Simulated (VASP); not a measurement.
# ZnSe (CsCl type) (Pm-3m) in VASP: further runs

ZnSe (CsCl type) is run at these levels: PBE; tasks: single point.

Everything below comes from runs of VASP 6.6.1. Logs are shortened: lines on timing, memory, paths and dates and some standing lists are left out, and cuts for length are marked.

**1. The cell of the first run**

Symmetry: Pm-3m, No. 221, cubic system. The conventional cell has a = 2.747 Å, b = 2.747 Å, c = 2.747 Å, α = 90.00°, β = 90.00°, γ = 90.00°. Zn (site symmetry m-3m) has 8 Se at 2.38 Å and 6 Zn at 2.75 Å within 3.1 Å. Within 3.1 Å of Se (site symmetry m-3m) lie 8 Zn at 2.38 Å and 6 Se at 2.75 Å.

**2. Single point, PBE (10.37 Å³/atom)**

Contents of POSCAR:

```
ZnSe
1.0
    2.7474383517      0.0000000000      0.0000000000
    0.0000000000      2.7474383517      0.0000000000
    0.0000000000      0.0000000000      2.7474383517
Zn Se
1 1
Direct
    0.0000000000      0.0000000000      0.0000000000
    0.5000000000      0.5000000000      0.5000000000
```

Contents of INCAR.step1:

```
  PREC = Accurate
  ENCUT = 520
  EDIFF = 1E-6
  ISMEAR = -1
  SIGMA = 0.08
  LREAL = False
  LASPH = True
  NELM = 100
  ALGO = Normal
  ISIF = 2
  LWAVE = False
  LCHARG = True
  GGA = PE
  NBANDS = 16
```

Contents of KPOINTS.step1:

```
regular mesh
0
Gamma
  15 15 15
```

Contents of INCAR.step2:

```
  PREC = Accurate
  ENCUT = 520
  EDIFF = 1E-6
  ISMEAR = -5
  SIGMA = 0.08
  LREAL = False
  LASPH = True
  NELM = 100
  ALGO = Normal
  ISIF = 2
  LWAVE = False
  LCHARG = False
  GGA = PE
  LORBIT = 10
  NEDOS = 1001
  ICHARG = 11
```

Contents of KPOINTS.step2:

```
regular mesh
0
Gamma
  23 23 23
```

Potentials or basis: VASP PAW PBE potentials, release 64 (Zn, Se).

On the command line:

```
$ cat potpaw_PBE.64/Zn/POTCAR potpaw_PBE.64/Se/POTCAR > POTCAR
$ cp INCAR.step1 INCAR
$ cp KPOINTS.step1 KPOINTS
$ mpirun -np 1 vasp_std > vasp.out
$ cp INCAR.step2 INCAR
$ cp KPOINTS.step2 KPOINTS
$ mpirun -np 1 vasp_std > vasp.out
```

OUTCAR:

```text
PREC = Accurate
   ENCUT = 520
   EDIFF = 1E-6
   ISMEAR = -5
   LREAL = False
   LASPH = True
   NELM = 100
   ISIF = 2
   GGA = PE
   LORBIT = 10
   ICHARG = 11

 ion  position               nearest neighbor table
   1  0.000  0.000  0.000-   2 2.38   2 2.38   2 2.38   2 2.38   2 2.38   2 2.38   2 2.38   2 2.38

   2  0.500  0.500  0.500-   1 2.38   1 2.38   1 2.38   1 2.38   1 2.38   1 2.38   1 2.38   1 2.38

  LATTYP: Found a simple cubic cell.
 ALAT       =     2.7474383517

  Lattice vectors:

 A1 = (   2.7474383517,   0.0000000000,   0.0000000000)
 A2 = (   0.0000000000,   2.7474383517,   0.0000000000)
 A3 = (   0.0000000000,   0.0000000000,   2.7474383517)

Analysis of symmetry for initial positions (statically):
=====================================================================
 Subroutine PRICEL returns:
 Original cell was already a primitive cell.

 Routine SETGRP: Setting up the symmetry group for a
 simple cubic supercell.

 Subroutine GETGRP returns: Found 48 space group operations
 (whereof 48 operations were pure point group operations)
 out of a pool of 48 trial point group operations.

The static configuration has the point symmetry O_h .

Analysis of symmetry for dynamics (positions and initial velocities):
=====================================================================
 Subroutine PRICEL returns:
 Original cell was already a primitive cell.

 Routine SETGRP: Setting up the symmetry group for a
 simple cubic supercell.

 Subroutine GETGRP returns: Found 48 space group operations
 (whereof 48 operations were pure point group operations)
 out of a pool of 48 trial point group operations.

The dynamic configuration has the point symmetry O_h .

 Subroutine INISYM returns: Found 48 space group operations
 (whereof 48 operations are pure point group operations),
 and found     1 'primitive' translations

----------------------------------------------------------------------------------------

                                     Primitive cell

  volume of cell :      20.7388

  direct lattice vectors                    reciprocal lattice vectors
     2.747438352  0.000000000  0.000000000     0.363975410  0.000000000  0.000000000
     0.000000000  2.747438352  0.000000000     0.000000000  0.363975410  0.000000000
     0.000000000  0.000000000  2.747438352     0.000000000  0.000000000  0.363975410

  length of vectors
     2.747438352  2.747438352  2.747438352     0.363975410  0.363975410  0.363975410

  position of ions in fractional coordinates (direct lattice)
     0.000000000  0.000000000  0.000000000
     0.500000000  0.500000000  0.500000000

  ion indices of the primitive-cell ions
   primitive index   ion index
                 1           1
                 2           2

----------------------------------------------------------------------------------------

 KPOINTS: regular mesh

Automatic generation of k-mesh.
 Grid dimensions read from file:
 generate k-points for:   23   23   23

 Generating k-lattice:

  Cartesian coordinates                     Fractional coordinates (reciprocal lattice)
     0.015825018  0.000000000  0.000000000     0.043478261  0.000000000  0.000000000
     0.000000000  0.015825018  0.000000000     0.000000000  0.043478261  0.000000000
     0.000000000  0.000000000  0.015825018     0.000000000  0.000000000  0.043478261

  Length of vectors
     0.015825018  0.015825018  0.015825018

  Shift w.r.t. Gamma in fractional coordinates (k-lattice)
     0.000000000  0.000000000  0.000000000

 TETIRR: Found   6051 inequivalent tetrahedra from    73002

 Subroutine IBZKPT returns following result:
 ===========================================

 Found    364 irreducible k-points:

 Following reciprocal coordinates:
            Coordinates               Weight
  0.000000  0.000000  0.000000      1.000000
  0.043478  0.000000  0.000000      6.000000
  0.086957  0.000000  0.000000      6.000000
  0.130435  0.000000  0.000000      6.000000
  0.173913  0.000000  0.000000      6.000000
  0.217391  0.000000  0.000000      6.000000
[... 16 lines left out ...]
  0.478261  0.043478  0.000000     24.000000
  0.086957  0.086957  0.000000     12.000000
 [... further k-points ...]
   k-points           NKPTS =    364   k-points in BZ     NKDIM =    364   number of bands    NBANDS=     13
   number of dos      NEDOS =   1001   number of ions     NIONS =      2
   total plane-waves  NPLWV =   8000
   dimension x,y,z NGX =    20 NGY =   20 NGZ =   20
   dimension x,y,z NGXF=    40 NGYF=   40 NGZF=   40
   ions per type =               1   1
   NGX,Y,Z   is equivalent  to a cutoff of  12.10, 12.10, 12.10 a.u.
   NGXF,Y,Z  is equivalent  to a cutoff of  24.20, 24.20, 24.20 a.u.
 SYSTEM =  unknown system
   PREC   = accura    normal or accurate (medium, high low for compatibility)
   ISTART =      0    job   : 0-new  1-cont  2-samecut
   ICHARG =     11    charge: 1-file 2-atom 10-const
   ISPIN  =      1    spin polarized calculation?
   LNONCOLLINEAR =      F non collinear calculations
   LSORBIT =      F    spin-orbit coupling
   LASPH  =      T    aspherical Exc in radial PAW
   ENCUT  =  520.0 eV  38.22 Ry    6.18 a.u.   5.11  5.11  5.11*2*pi/ulx,y,z
   NELM   =    100;   NELMIN=  2; NELMDL=  0     # of ELM steps
   EDIFF  = 0.1E-05   stopping-criterion for ELM
   LREAL  =      F    real-space projection
   EDIFFG = 0.1E-04   stopping-criterion for IOM
   NSW    =      0    number of steps for IOM
   IBRION =     -1    ionic relax: 0-MD 1-quasi-New 2-CG
   NFREE  =      0    steps in history (QN), initial steepest desc. (CG)
   ISIF   =      2    stress and relaxation
   ISYM   =      2    0-nonsym 1-usesym 2-fastsym
   POTIM  = 0.5000    time-step for ionic-motion
   TEBEG  =    0.0;   TEEND  =   0.0 temperature during run
   PSTRESS=    0.0 pullay stress
   NELECT =      18.0000    total number of electrons
   NUPDOWN=      -1.0000    fix difference up-down
   EMIN   =  10.00;   EMAX   =-10.00  energy-range for DOS
   EFERMI =   0.00;   METHOD = LEGACY
   ISMEAR =    -5;   SIGMA  =   0.08  broadening in eV -4-tet -1-fermi 0-gaus
   EFERMI_NEDOS =   21; number of points for ismear=-14 and -15
   IALGO  =     38    algorithm
   IMIX   =      4    mixing-type and parameters
     AMIX     =   0.40;   BMIX     =  1.00
     AMIX_MAG =   1.60;   BMIX_MAG =  1.00
  volume/ion in A,a.u.               =      10.37        69.98
  Fermi-wavevector in a.u.,A,eV,Ry     =   1.561604  2.951005 33.179283  2.438609
  Thomas-Fermi vector in A             =   2.664645
   LORBIT       =     10    0 simple, 1 ext, 2 COOP (PROOUT), +10 PAW based schemes
   GGA     = PE    functional components
   LHFCALC =     F    Hartree Fock is set to
   AEXX    =    0.0000 exact exchange contribution
   IVDW    =     0    specifies the selected vdW correction
   LEPSILON=     F    determine dielectric tensor
   LRPA    =     F    only Hartree local field effects (RPA)
 non-spin polarized calculation
 Fermi weights with tetrahedron method with Bloechl corrections
  energy-cutoff  :      520.00
  volume of cell :       20.74
 maximum number of plane-waves:       587

 number of electron      17.9999963 magnetization

 Free energy of the ion-electron system (eV)
  ---------------------------------------------------
  ext. energy  EPLUGINS =         0.00000000
  ---------------------------------------------------
  free energy    TOTEN  =         0.25701708 eV

  energy without entropy =        0.25701708  energy(sigma->0) =        0.25701708

 E-fermi :  11.4875     XC(G=0): -13.8215

 val. band max:       11.6687177396   @ k =   0.4348   0.3478   0.3478
 cond. band min:      11.3369055539   @ k =   0.4348   0.3913   0.3913
 fundamental gap:     -0.3318121857
 Fermi energy:        11.4874962314

 k-point     1 :       0.0000    0.0000    0.0000
  band No.  band energies     occupation
      1      -9.3570      2.00000
      2       1.6898      2.00000
      3       1.6898      2.00000
      4       2.8394      2.00000
      5       2.8394      2.00000
      6       2.8394      2.00000
      7       9.0814      2.00000
      8       9.0814      2.00000
      9       9.0814      2.00000
     10      14.4766      0.00000
     11      16.3147      0.00000
     12      16.3147      0.00000
     13      29.6913      0.00000

 k-point     2 :       0.0435    0.0000    0.0000
  band No.  band energies     occupation
      1      -9.3220      2.00000
      2       1.6865      2.00000
      3       1.6943      2.00000
      4       2.8230      2.00000
      5       2.8230      2.00000
      6       2.8403      2.00000
      7       8.7290      2.00000
      8       9.1326      2.00000
      9       9.1326      2.00000
     10      14.6548      0.00000
     11      16.3309      0.00000
     12      16.5914      0.00000
     13      29.0089      0.00000

 k-point     3 :       0.0870    0.0000    0.0000
  band No.  band energies     occupation
      1      -9.2174      2.00000
      2       1.6716      2.00000
      3       1.7073      2.00000
      4       2.7758      2.00000
      5       2.7758      2.00000
      6       2.8426      2.00000
      7       7.8823      2.00000
      8       9.2837      2.00000
      9       9.2837      2.00000
     10      14.9524      0.00000
     11      16.3792      0.00000
     12      17.4499      0.00000
     13      27.7396      0.00000

 k-point     4 :       0.1304    0.0000    0.0000
  band No.  band energies     occupation
      1      -9.0443      2.00000
      2       1.6286      2.00000
      3       1.7281      2.00000
      4       2.7037      2.00000
      5       2.7037      2.00000
      6       2.8464      2.00000
      7       6.8527      2.00000
      8       9.5280      2.00000
      9       9.5280      2.00000
     10      15.1929      0.00000
     11      16.4589      0.00000
     12      18.7630      0.00000
     13      26.4028      0.00000

 k-point     5 :       0.1739    0.0000    0.0000
  band No.  band energies     occupation
      1      -8.8046      2.00000
      2       1.5234      2.00000
      3       1.7550      2.00000
      4       2.6147      2.00000
      5       2.6147      2.00000
      6       2.8512      2.00000
      7       5.8320      2.00000
      8       9.8554      2.00000
      9       9.8554      2.00000
     10      15.4119      0.00000
     11      16.5691      0.00000
     12      20.3108      0.00000
     13      25.0887      0.00000
[... 257 lines left out ...]
 k-point    22 :       0.4348    0.0435    0.0000
  band No.  band energies     occupation
      1      -6.4231      2.00000
      2      -1.6708      2.00000
      3       1.9309      2.00000
      4       2.1392      2.00000
      5       2.1502      2.00000
      6       2.8733      2.00000
      7       3.5935      2.00000
      8      12.1627     -0.07151
      9      12.6143      0.00000
     10      17.4244      0.00000
     11      17.9469      0.00000
     12      18.3224      0.00000
     13      19.0983      0.00000

 k-point    23 :       0.4783    0.0435    0.0000
  band No.  band energies     occupation
      1      -6.1792      2.00000
      2      -2.0164      2.00000
      3       1.9417      2.00000
      4       2.1162      2.00000
      5       2.1283      2.00000
      6       2.8751      2.00000
      7       3.5825      2.00000
      8      12.3967     -0.14822
      9      12.8477      0.00000
     10      17.6215      0.00000
     11      17.9221      0.00000
     12      18.1059      0.00000
     13      18.7452      0.00000

 k-point    24 :       0.0870    0.0870    0.0000
  band No.  band energies     occupation
      1      -9.0786      2.00000
      2       1.6812      2.00000
      3       1.7039      2.00000
      4       2.7049      2.00000
      5       2.7502      2.00000
      6       2.8133      2.00000
      7       7.9925      2.00000
      8       8.1556      2.00000
      9       9.4774      2.00000
     10      15.4973      0.00000
     11      17.2271      0.00000
     12      17.7527      0.00000
     13      25.7225      0.00000

 [... further k-points ...]

------------------------ aborting loop because EDIFF is reached ----------------------------------------

  FORCE on cell =-STRESS in cart. coord.  units (eV):
  Direction    XX          YY          ZZ          XY          YZ          ZX
  --------------------------------------------------------------------------------------
  -------------------------------------------------------------------------------------
  Total       19.6696429     19.6696429     19.6696429     -0.0000000      0.0000000     -0.0000000
  in kB     1519.5786665   1519.5786665   1519.5786665     -0.0000000      0.0000000     -0.0000000
  external PRESSURE =    1519.5786665 kB  Pullay stress =       0.0000000 kB

 VOLUME and BASIS-vectors are now :
 -----------------------------------------------------------------------------
  energy-cutoff  :      520.00
  volume of cell :       20.74
      direct lattice vectors                 reciprocal lattice vectors
     2.747438352  0.000000000  0.000000000     0.363975410  0.000000000  0.000000000
     0.000000000  2.747438352  0.000000000     0.000000000  0.363975410  0.000000000
     0.000000000  0.000000000  2.747438352     0.000000000  0.000000000  0.363975410

 POSITION                                       TOTAL-FORCE (eV/Angst)
 -----------------------------------------------------------------------------------
      0.00000      0.00000      0.00000         0.000000      0.000000      0.000000
      1.37372      1.37372      1.37372         0.000000      0.000000      0.000000
 -----------------------------------------------------------------------------------
    total drift:                                0.000000      0.000000      0.000000

  FREE ENERGIE OF THE ION-ELECTRON SYSTEM (eV)
  ---------------------------------------------------
  free  energy   TOTEN  =         0.2570170846 eV

  energy  without entropy=        0.2570170846  energy(sigma->0) =        0.25701708

 total charge

# of ion       s       p       d       tot
------------------------------------------
    1        0.700   0.774   9.933  11.408
    2        1.543   2.475   0.238   4.257
--------------------------------------------------
tot          2.244   3.250  10.172  15.665
```

Wall time 98 s (1 thread of Intel Xeon 8259CL, shared host); peak memory 0.23 GiB.

What came out:

```
Valence electrons inside the program's atomic spheres : Zn 11.41; Se 4.26
```

**3. Single point, PBE**

This run uses another cell than the first one, of 18.85 Å³/atom.

Contents of POSCAR:

```
ZnSe
1.0
    3.3533101730      0.0000000000      0.0000000000
    0.0000000000      3.3533101730      0.0000000000
    0.0000000000      0.0000000000      3.3533101730
Zn Se
1 1
Direct
    0.0000000000      0.0000000000      0.0000000000
    0.5000000000      0.5000000000      0.5000000000
```

Contents of INCAR.step1:

```
ALGO = Normal
EDIFF = 1E-6
ENCUT = 520
GGA = PE
ISIF = 2
ISMEAR = -1
LASPH = True
LCHARG = True
LREAL = False
LWAVE = False
NBANDS = 16
NELM = 80
PREC = Accurate
SIGMA = 0.08
```

Contents of KPOINTS.step1:

```
k-points
0
Gamma
  15 15 15
```

Contents of INCAR.step2:

```
ALGO = Normal
EDIFF = 1E-6
ENCUT = 520
GGA = PE
ICHARG = 11
ISIF = 2
ISMEAR = -5
LASPH = True
LCHARG = False
LORBIT = 11
LREAL = False
LWAVE = False
NEDOS = 2001
NELM = 80
PREC = Accurate
SIGMA = 0.08
```

Contents of KPOINTS.step2:

```
k-points
0
Gamma
  23 23 23
```

Potentials or basis: VASP PAW PBE potentials, release 64 (Zn, Se).

On the command line:

```
$ cat potpaw_PBE.64/Zn/POTCAR potpaw_PBE.64/Se/POTCAR > POTCAR
$ cp INCAR.step1 INCAR
$ cp KPOINTS.step1 KPOINTS
$ mpirun -np 1 vasp_std > vasp.out
$ cp INCAR.step2 INCAR
$ cp KPOINTS.step2 KPOINTS
$ mpirun -np 1 vasp_std > vasp.out
```

Wall time 4 min (1 thread of Intel Xeon 8259CL, shared host); peak memory 0.32 GiB.

The run converged. Its results:

```yaml
Valence_electrons_inside_the_program's_atomic_spheres: Zn 10.56; Se 3.75
```

Levels at points of the mesh, in eV from the Fermi level:
```
           k point  band 7  band 8  band 9  band 10  band 11  band 12
(0.00, 0.00, 0.00)   -1.28   -1.13   -1.13    -1.13     5.86     5.86
```
